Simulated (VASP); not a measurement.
PbSe: single point with r2SCAN

Crystal: PbSe.

```
Pb Se
1.0
     3.82217    0.00000    0.00000
     0.00000    3.82217    0.00000
     0.00000    0.00000    3.70976
Pb Se
1 1
Direct
  0.00000 0.00000 0.00000
  0.50000 0.50000 0.50000
```

| Property | Result |
| --- | --- |
| Program | VASP 6.6.1 |
| Task | single point |
| Functional | r2SCAN |
| Potentials or basis | VASP PAW PBE potentials, release 64 (Pb_d, Se) |
| Cutoff | 520 eV |
| k mesh | 6 × 6 × 6 |
| Occupations | gaussian, width 0.05 eV |
| Spin | no spin polarisation |

* Pressure: -0.6 GPa
* Band gap on the k mesh: zero (bands 10 and 11 overlap by 0.71 eV)

Stress tensor (GPa, compression positive):
```
-1.52  0.00  0.00
 0.00 -1.52  0.00
 0.00  0.00  1.11
```

Levels at points of the mesh, in eV from the Fermi level:
| k point | band 7 | band 8 | band 9 | band 10 | band 11 | band 12 | band 13 | band 14 |
| --- | --- | --- | --- | --- | --- | --- | --- | --- |
| (0.00, 0.00, 0.00) | -7.33 | -1.81 | -1.81 | -1.39 | 5.40 | 5.70 | 6.21 | 6.21 |
| (0.50, 0.00, 0.00) | -9.41 | -0.55 | -0.35 | -0.23 | 0.41 | 3.27 | 3.82 | 7.02 |
| (0.50, 0.50, 0.00) | -7.96 | -4.59 | -4.59 | 0.01 | 4.56 | 4.56 | 5.35 | 7.57 |
| (0.00, 0.00, 0.50) | -9.23 | -0.52 | -0.48 | -0.48 | 0.11 | 3.45 | 3.45 | 6.93 |
| (0.50, 0.00, 0.50) | -7.76 | -4.52 | -4.51 | -0.23 | 4.07 | 4.31 | 5.00 | 7.23 |
| (0.50, 0.50, 0.50) | -6.78 | -2.59 | -2.48 | -2.48 | -0.69 | -0.44 | -0.44 | 14.46 |

Run time: 2.8 min on 1 thread of AMD EPYC 7R43 64-Core Processor (Zen 3), with other jobs on the host, peak memory 0.15 GiB.

Caveat: semilocal functionals underestimate gaps, so a narrow gap can read as zero; the PAW data sets were made with another functional, which shifts forces and pressure a little; spin-orbit coupling is left out, which moves the levels of the heavy elements.
